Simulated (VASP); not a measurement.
# Mg (Fm-3m) in VASP: a series of runs

The runs below take Mg through relaxation of cell and atoms, single point, with LDA, PBE, RPBE.

Everything below comes from runs of VASP 6.6.1. Logs are shortened: lines on timing, memory, paths and dates and some standing lists are left out, and cuts for length are marked.

## (1) The cell of the first run

The structure is cubic, space group Fm-3m (No. 225). The conventional cell has a = 4.489 Å, b = 4.489 Å, c = 4.489 Å, α = 90.00°, β = 90.00°, γ = 90.00°. Mg (site symmetry m-3m) has 12 Mg at 3.17 Å within 4.2 Å.

## (2) Relaxation of cell and atoms, LDA, target pressure 30 GPa, at which the enthalpy is minimised

Input file INCAR:

```
PREC = Accurate ; ENCUT = 600
EDIFF = 1E-6 ; ISMEAR = -1
SIGMA = 0.05 ; LREAL = F
LASPH = T ; NELM = 80
ALGO = Normal ; ISIF = 3
LWAVE = F ; LCHARG = F
GGA = CA ; IBRION = 2
NSW = 80 ; EDIFFG = -0.02
PSTRESS = 300.0
```

Input file KPOINTS:

```
Automatic mesh
0
Gamma
  10 10 10
```

Input file POSCAR:

```
Mg
1.0
    0.0000000000      2.2442560000      2.2442560000
    2.2442560000      0.0000000000      2.2442560000
    2.2442560000      2.2442560000      0.0000000000
Mg
1
Direct
    0.0000000000      0.0000000000      0.0000000000
```

Potentials or basis: VASP PAW LDA potentials, release 64 (Mg).

Launch:

```
$ cat potpaw_LDA.64/Mg/POTCAR > POTCAR
$ mpirun -np 1 vasp_std > vasp.out
```

OUTCAR:

```text
PREC = Accurate
   ENCUT = 600
   EDIFF = 1E-6
   ISMEAR = -1
   LREAL = F
   LASPH = T
   NELM = 80
   ISIF = 3
   GGA = CA
   IBRION = 2
   NSW = 80
   EDIFFG = -0.02
   PSTRESS = 300.0

 ion  position               nearest neighbor table
   1  0.000  0.000  0.000-

  LATTYP: Found a face centered cubic cell.
 ALAT       =     4.4885120000

  Lattice vectors:

 A1 = (   0.0000000000,   2.2442560000,   2.2442560000)
 A2 = (   2.2442560000,   0.0000000000,   2.2442560000)
 A3 = (   2.2442560000,   2.2442560000,   0.0000000000)

Analysis of symmetry for initial positions (statically):
=====================================================================
 Subroutine PRICEL returns:
 Original cell was already a primitive cell.

 Routine SETGRP: Setting up the symmetry group for a
 face centered cubic supercell.

 Subroutine GETGRP returns: Found 48 space group operations
 (whereof 48 operations were pure point group operations)
 out of a pool of 48 trial point group operations.

The static configuration has the point symmetry O_h .

Analysis of symmetry for dynamics (positions and initial velocities):
=====================================================================
 Subroutine PRICEL returns:
 Original cell was already a primitive cell.

 Routine SETGRP: Setting up the symmetry group for a
 face centered cubic supercell.

 Subroutine GETGRP returns: Found 48 space group operations
 (whereof 48 operations were pure point group operations)
 out of a pool of 48 trial point group operations.

The dynamic configuration has the point symmetry O_h .

 Subroutine INISYM returns: Found 48 space group operations
 (whereof 48 operations are pure point group operations),
 and found     1 'primitive' translations

----------------------------------------------------------------------------------------

                                     Primitive cell

  volume of cell :      22.6072

  direct lattice vectors                    reciprocal lattice vectors
     0.000000000  2.244256000  2.244256000    -0.222790983  0.222790983  0.222790983
     2.244256000  0.000000000  2.244256000     0.222790983 -0.222790983  0.222790983
     2.244256000  2.244256000  0.000000000     0.222790983  0.222790983 -0.222790983

  length of vectors
     3.173857273  3.173857273  3.173857273     0.385885302  0.385885302  0.385885302

  position of ions in fractional coordinates (direct lattice)
     0.000000000  0.000000000  0.000000000

  ion indices of the primitive-cell ions
   primitive index   ion index
                 1           1
[... 51 lines left out ...]
  0.300000  0.300000  0.000000      6.000000
  0.400000  0.300000  0.000000     24.000000
 [... further k-points ...]
   k-points           NKPTS =     47   k-points in BZ     NKDIM =     47   number of bands    NBANDS=      5
   number of dos      NEDOS =    301   number of ions     NIONS =      1
   total plane-waves  NPLWV =  21952
   dimension x,y,z NGX =    28 NGY =   28 NGZ =   28
   dimension x,y,z NGXF=    56 NGYF=   56 NGZF=   56
   ions per type =               1
   NGX,Y,Z   is equivalent  to a cutoff of  14.67, 14.67, 14.67 a.u.
   NGXF,Y,Z  is equivalent  to a cutoff of  29.33, 29.33, 29.33 a.u.
 SYSTEM =  unknown system
   PREC   = accura    normal or accurate (medium, high low for compatibility)
   ISTART =      0    job   : 0-new  1-cont  2-samecut
   ICHARG =      2    charge: 1-file 2-atom 10-const
   ISPIN  =      1    spin polarized calculation?
   LNONCOLLINEAR =      F non collinear calculations
   LSORBIT =      F    spin-orbit coupling
   LASPH  =      T    aspherical Exc in radial PAW
   ENCUT  =  600.0 eV  44.10 Ry    6.64 a.u.   6.34  6.34  6.34*2*pi/ulx,y,z
   NELM   =     80;   NELMIN=  2; NELMDL= -5     # of ELM steps
   EDIFF  = 0.1E-05   stopping-criterion for ELM
   LREAL  =      F    real-space projection
   EDIFFG = -.2E-01   stopping-criterion for IOM
   NSW    =     80    number of steps for IOM
   IBRION =      2    ionic relax: 0-MD 1-quasi-New 2-CG
   NFREE  =      1    steps in history (QN), initial steepest desc. (CG)
   ISIF   =      3    stress and relaxation
   ISYM   =      2    0-nonsym 1-usesym 2-fastsym
   POTIM  = 0.5000    time-step for ionic-motion
   TEBEG  =    0.0;   TEEND  =   0.0 temperature during run
   PSTRESS=  300.0 pullay stress
   NELECT =       2.0000    total number of electrons
   NUPDOWN=      -1.0000    fix difference up-down
   EMIN   =  10.00;   EMAX   =-10.00  energy-range for DOS
   EFERMI =   0.00;   METHOD = LEGACY
   ISMEAR =    -1;   SIGMA  =   0.05  broadening in eV -4-tet -1-fermi 0-gaus
   EFERMI_NEDOS =   21; number of points for ismear=-14 and -15
   IALGO  =     38    algorithm
   IMIX   =      4    mixing-type and parameters
     AMIX     =   0.40;   BMIX     =  1.00
     AMIX_MAG =   1.60;   BMIX_MAG =  1.00
  volume/ion in A,a.u.               =      22.61       152.56
  Fermi-wavevector in a.u.,A,eV,Ry     =   0.729462  1.378483  7.239854  0.532114
  Thomas-Fermi vector in A             =   1.821189
   LORBIT       =      0    0 simple, 1 ext, 2 COOP (PROOUT), +10 PAW based schemes
   GGA     = CA    functional components
   LHFCALC =     F    Hartree Fock is set to
   AEXX    =    0.0000 exact exchange contribution
   IVDW    =     0    specifies the selected vdW correction
   LEPSILON=     F    determine dielectric tensor
   LRPA    =     F    only Hartree local field effects (RPA)
 conjugate gradient relaxation of ions
 non-spin polarized calculation
  energy-cutoff  :      600.00
  volume of cell :       22.61
 maximum number of plane-waves:       769
 NGX is ok and might be reduce to    28
   NGX = 13   NGY = 13   NGZ = 13

--------------------------------------- Ionic step        1  -------------------------------------------

 number of electron       2.0000000 magnetization

 Free energy of the ion-electron system (eV)
  ---------------------------------------------------
  ext. energy  EPLUGINS =         0.00000000
  ---------------------------------------------------
  free energy    TOTEN  =        -1.79390467 eV

  energy without entropy =       -1.78986665  energy(sigma->0) =       -1.79188566

 E-fermi :   2.6152     XC(G=0):  -8.7297

 val. band max:        2.5913994826   @ k =  -0.4000   0.5000   0.1000
 cond. band min:       2.7140783057   @ k =  -0.3000   0.4000   0.1000
 fundamental gap:      0.1226788231
 Fermi energy:         2.6151940874

 k-point     1 :       0.0000    0.0000    0.0000
  band No.  band energies     occupation
      1      -4.4368      2.00000
      2      14.9364      0.00000
      3      14.9364      0.00000
      4      14.9364      0.00000
      5      16.8138      0.00000
[... 405 lines left out ...]
--------------------------------------- Ionic step        7  -------------------------------------------

 number of electron       2.0000000 magnetization

 Free energy of the ion-electron system (eV)
  ---------------------------------------------------
  ext. energy  EPLUGINS =         0.00000000
  ---------------------------------------------------
  free energy    TOTEN  =        -1.34154214 eV

  energy without entropy =       -1.33785729  energy(sigma->0) =       -1.33969971

 E-fermi :   5.1924     XC(G=0): -10.1685

 val. band max:        5.1606257541   @ k =  -0.4000   0.5000   0.1000
 cond. band min:       5.2528966313   @ k =  -0.4000   0.2000   0.0000
 fundamental gap:      0.0922708772
 Fermi energy:         5.1923932810

 k-point     1 :       0.0000    0.0000    0.0000
  band No.  band energies     occupation
      1      -3.8288      2.00000
      2      20.2644      0.00000
      3      20.2644      0.00000
      4      20.2644      0.00000
      5      23.4406      0.00000
[... 216 lines left out ...]
  energy  without entropy=       -1.3378572934  energy(sigma->0) =       -1.33969971

  enthalpy is  TOTEN    =         1.4651928136 eV   P V=        2.8067349488

 reached required accuracy - stopping structural energy minimisation
```

CONTCAR:

```text
Mg
   1.00000000000000
     0.0000000000000000    1.9569823621472766    1.9569823621472766
     1.9569823621472768   -0.0000000000000000    1.9569823621472766
     1.9569823621472768    1.9569823621472766    0.0000000000000000
  Mg
     1
Direct
     0.0000000000000000    0.0000000000000000    0.0000000000000000

  0.00000000E+00  0.00000000E+00  0.00000000E+00
```

It took 17 s on 1 thread of Intel Xeon Platinum 8559C (Emerald Rapids), shared host; peak memory 0.15 GiB.

What came out:

- Free energy: -1.3415 eV
- Relaxed volume: 14.99 Å³/atom
- Relaxed cell: a = 2.768 Å, b = 2.768 Å, c = 2.768 Å, α = 60.00°, β = 60.00°, γ = 60.00°
- Space group after relaxing (to 0.05 Å): Fm-3m (No. 225)
- Energy change on relaxing (the enthalpy is what falls): +452.4 meV/atom
- Ionic steps: 7
- Pressure after relaxing: 30.0 GPa
- Band gap on the k mesh: zero (band 1 reaches 6.13 eV, above the bottom of band 2 at 3.80 eV)

Step by step:
| step | energy change (eV) | largest force (eV/Å) | pressure (GPa) | volume (Å³) |
| --- | --- | --- | --- | --- |
| 1 | 0.0000 | 0.0000 | -1.71 | 22.61 |
| 2 | 1.9696 | 0.0000 | 103.86 | 10.90 |
| 3 | 0.4000 | 0.0000 | 27.37 | 15.28 |
| 4 | 0.4410 | 0.0000 | 29.43 | 15.05 |
| 5 | 0.4655 | 0.0000 | 30.66 | 14.92 |
| 6 | 0.4427 | 0.0000 | 29.52 | 15.04 |
| 7 | 0.4524 | 0.0000 | 30.00 | 14.99 |

Final structure:
```
CELL_PARAMETERS angstrom
0.00000 1.95698 1.95698
1.95698 0.00000 1.95698
1.95698 1.95698 0.00000
ATOMIC_POSITIONS crystal
Mg 0.00000 0.00000 0.00000
```

Levels at points of the mesh, in eV from the Fermi level:
| k point | band 1 | band 2 | band 3 | band 4 | band 5 |
| --- | --- | --- | --- | --- | --- |
| (0.00, 0.00, 0.00) | -9.02 | 15.07 | 15.07 | 15.07 | 18.25 |
| (0.50, 0.00, 0.00) | -2.49 | -1.39 | 13.62 | 13.62 | 16.83 |
| (0.50, 0.50, 0.00) | -0.35 | 0.82 | 6.77 | 9.43 | 9.43 |

Caveat: the cell is relaxed towards a set pressure, so the enthalpy falls and the energy may rise; the volume moved by over 15 % at a fixed basis, so the end points are rough.

## (3) Single point, PBE

Input file INCAR:

```
  ALGO = Fast
  EDIFF = 1E-7
  ENCUT = 520
  GGA = PE
  ISIF = 2
  ISMEAR = -1
  LASPH = T
  LCHARG = F
  LREAL = F
  LWAVE = F
  NBANDS = 7
  NELM = 100
  PREC = Accurate
  SIGMA = 0.06
```

Input file KPOINTS:

```
k-points
0
Gamma
  5 5 5
```

POSCAR is that of step 2.

Potentials or basis: VASP PAW PBE potentials, release 64 (Mg).

Launch:

```
$ cat potpaw_PBE.64/Mg/POTCAR > POTCAR
$ mpirun -np 1 vasp_std > vasp.out
```

Wall time 1.5 s (1 thread of Intel Xeon 6975P-C (Granite Rapids), shared host); peak memory 0.12 GiB.

The run converged. Its results:

| Item | Value |
| --- | --- |
| Free energy | -1.4713 eV |
| Pressure | 1.1 GPa |
| Band gap on the k mesh | zero (band 1 reaches 3.02 eV, above the bottom of band 2 at 2.70 eV) |

Levels at points of the mesh, in eV from the Fermi level:
```
           k point  band 1  band 2  band 3  band 4  band 5  band 6
(0.00, 0.00, 0.00)   -6.99   12.46   12.46   12.46   14.47   14.47
```

Caveat: the k points lie up to 0.48 Å⁻¹ apart.

## (4) Single point, RPBE

Input file INCAR:

```
ALGO     = Normal         # electronic algorithm
EDIFF    = 1E-6           # SCF threshold, eV
ENCUT    = 520            # plane-wave cutoff, eV
GGA      = RP             # functional
ISIF     = 2              # what is computed and relaxed
ISMEAR   = 0              # smearing method
LASPH    = T              # aspherical terms in the spheres
LCHARG   = F              # write CHGCAR
LREAL    = F              # projectors in reciprocal space
LWAVE    = F              # write WAVECAR
NBANDS   = 7              # bands
NELM     = 60             # most SCF steps
PREC     = Accurate       # precision mode
SIGMA    = 0.1            # smearing width, eV
```

Input file KPOINTS:

```
k-points
0
Gamma
  10 10 10
```

POSCAR is that of step 3.

Potentials or basis: VASP PAW PBE potentials, release 64 (Mg).

Launch:

```
$ cat potpaw_PBE.64/Mg/POTCAR > POTCAR
$ mpirun -np 1 vasp_std > vasp.out
```

OUTCAR:

```text
EDIFF = 1E-6
   ENCUT = 520
   GGA = RP
   ISIF = 2
   ISMEAR = 0
   LASPH = T
   LREAL = F
   NELM = 60
   PREC = Accurate

 ion  position               nearest neighbor table
   1  0.000  0.000  0.000-

  LATTYP: Found a face centered cubic cell.
 ALAT       =     4.4885120000

  Lattice vectors:

 A1 = (   0.0000000000,   2.2442560000,   2.2442560000)
 A2 = (   2.2442560000,   0.0000000000,   2.2442560000)
 A3 = (   2.2442560000,   2.2442560000,   0.0000000000)

Analysis of symmetry for initial positions (statically):
[... 417 lines left out ...]

 [... further k-points ...]

------------------------ aborting loop because EDIFF is reached ----------------------------------------

  FORCE on cell =-STRESS in cart. coord.  units (eV):
  Direction    XX          YY          ZZ          XY          YZ          ZX
  --------------------------------------------------------------------------------------
  -------------------------------------------------------------------------------------
  Total        0.2590065      0.2590065      0.2590065      0.0000000      0.0000000      0.0000000
  in kB       18.3558310     18.3558310     18.3558310      0.0000000      0.0000000      0.0000000
  external PRESSURE =      18.3558310 kB  Pullay stress =       0.0000000 kB

 VOLUME and BASIS-vectors are now :
 -----------------------------------------------------------------------------
  energy-cutoff  :      520.00
  volume of cell :       22.61
      direct lattice vectors                 reciprocal lattice vectors
     0.000000000  2.244256000  2.244256000    -0.222790983  0.222790983  0.222790983
     2.244256000  0.000000000  2.244256000     0.222790983 -0.222790983  0.222790983
     2.244256000  2.244256000  0.000000000     0.222790983  0.222790983 -0.222790983

 POSITION                                       TOTAL-FORCE (eV/Angst)
 -----------------------------------------------------------------------------------
      0.00000      0.00000      0.00000        -0.000000     -0.000000     -0.000000
 -----------------------------------------------------------------------------------
    total drift:                               -0.000000      0.000000      0.000000

  FREE ENERGIE OF THE ION-ELECTRON SYSTEM (eV)
  ---------------------------------------------------
  free  energy   TOTEN  =        -1.3240798842 eV

  energy  without entropy=       -1.3216727931  energy(sigma->0) =       -1.32287634
```

OSZICAR:

```text
N       E                     dE             d eps       ncg     rms          rms(c)
DAV:   1    -0.770303745810E+00   -0.77030E+00   -0.78028E+02   721   0.197E+02
DAV:   2    -0.132602413878E+01   -0.55572E+00   -0.55348E+00   868   0.106E+01
DAV:   3    -0.132825189568E+01   -0.22278E-02   -0.22222E-02   889   0.720E-01
DAV:   4    -0.132825603646E+01   -0.41408E-05   -0.41407E-05  1022   0.200E-02
DAV:   5    -0.132825604152E+01   -0.50620E-08   -0.50906E-08   882   0.484E-04    0.693E-01
DAV:   6    -0.132706604621E+01    0.11900E-02   -0.47517E-04   777   0.159E-01    0.445E-01
DAV:   7    -0.132406915855E+01    0.29969E-02   -0.17666E-03   756   0.266E-01    0.258E-02
DAV:   8    -0.132408083800E+01   -0.11679E-04   -0.94498E-06  1022   0.182E-02    0.606E-03
DAV:   9    -0.132407988422E+01    0.95378E-06   -0.88255E-07   819   0.393E-03
   1 F= -.13240799E+01 E0= -.13228763E+01  d E =-.240709E-02
```

stdout:

```text
POSCAR found type information on POSCAR Mg
 POSCAR found :  1 types and       1 ions
 scaLAPACK will be used
 -----------------------------------------------------------------------------
|                                                                             |
|                                                                             |
|     You enforced a specific xc type in the INCAR file but a different       |
|     I HOPE YOU KNOW WHAT YOU ARE DOING!                                     |
|                                                                             |
 -----------------------------------------------------------------------------

 LDA part: xc-table for (Slater+PW92), standard interpolation
 POSCAR, INCAR and KPOINTS ok, starting setup
 FFT: planning ... GRIDC
 FFT: planning ... GRID_SOFT
 FFT: planning ... GRID
 WAVECAR not read
 entering main loop
```

Wall time 2.3 s (1 thread of Intel Xeon 6975P-C (Granite Rapids), shared host); peak memory 0.13 GiB.

Results:

- Free energy: -1.3241 eV
- Pressure: 1.8 GPa
- Band gap on the k mesh: zero (band 1 reaches 3.65 eV, above the bottom of band 2 at 1.55 eV)

Caveat: the PAW data sets were made with another functional, which shifts forces and pressure a little.

## (5) The runs side by side

```tsv
task	level	potentials or basis	cell	k mesh	cutoff (eV)	smearing	gap on the mesh (eV)	pressure (GPa)
relaxation of cell and atoms	LDA	VASP PAW LDA potentials, release 64 (Mg)	relaxed to 30 GPa	10 × 10 × 10	600	fermi-dirac 0.05 eV	none	30.0
single point	PBE	VASP PAW PBE potentials, release 64 (Mg)	as given	5 × 5 × 5	520	fermi-dirac 0.06 eV	none	1.1
single point	RPBE	VASP PAW PBE potentials, release 64 (Mg)	as given	10 × 10 × 10	520	gaussian 0.1 eV	none	1.8
```

Alike in all rows: no spin polarisation.

Caveats: some runs use coarse meshes; the cell is relaxed towards a set pressure, so the enthalpy falls and the energy may rise (some runs); the volume moved by over 15 % at a fixed basis, so the end points are rough (some runs); the PAW data sets were made with another functional, which shifts forces and pressure a little (some runs).

Total energies depend on the potentials used, so only differences within one code and one set of settings carry meaning.
